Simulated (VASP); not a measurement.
# Hf: single point with PBEsol

Crystal: Hf.

```xyz
2
Lattice="2.8589 0.0000 0.0000 -1.4295 2.4759 0.0000 0.0000 0.0000 4.6388" Properties=species:S:1:pos:R:3 pbc="T T T"
Hf    0.0000    1.6506    1.1597
Hf    1.4295    0.8253    3.4791
```

```json
{
 "Program": "VASP 6.6.1",
 "Task": "single point",
 "Functional": "PBEsol",
 "Potentials or basis": "VASP PAW PBE potentials, release 64 (Hf_pv)",
 "Cutoff": "520 eV",
 "k mesh": "18 × 18 × 10",
 "Occupations": "gaussian, width 0.05 eV",
 "Spin": "no spin polarisation"
}
```

```json
{"Pressure": "48.3 GPa", "Band gap on the k mesh": "zero (bands 10 and 11 overlap by 1.62 eV)"}
```

Stress tensor (GPa, compression positive):
```
48.42  0.00  0.00
 0.00 48.42  0.00
 0.00  0.00 48.07
```

Levels at points of the mesh, in eV from the Fermi level:
```csv
k point,band 7,band 8,band 9,band 10,band 11,band 12,band 13,band 14
"(0.00, 0.00, 0.00)",-8.30,-4.84,1.19,1.19,1.20,2.06,2.32,2.32
"(0.50, 0.00, 0.00)",-4.17,-3.92,-3.46,0.26,0.79,1.16,2.20,8.44
"(0.00, 0.00, 0.50)",-5.80,-5.80,-0.07,-0.07,1.10,1.10,1.10,1.10
"(0.50, 0.00, 0.50)",-4.60,-4.60,-1.88,-1.88,2.78,2.78,3.48,3.48
```

Run time: 2.7 min on 1 thread of Intel Xeon 8259CL (shared host), peak memory 0.23 GiB.

Caveat: the cell stands under pressure; the PAW data sets were made with another functional, which shifts forces and pressure a little; spin-orbit coupling is left out, which moves the levels of the heavy elements.
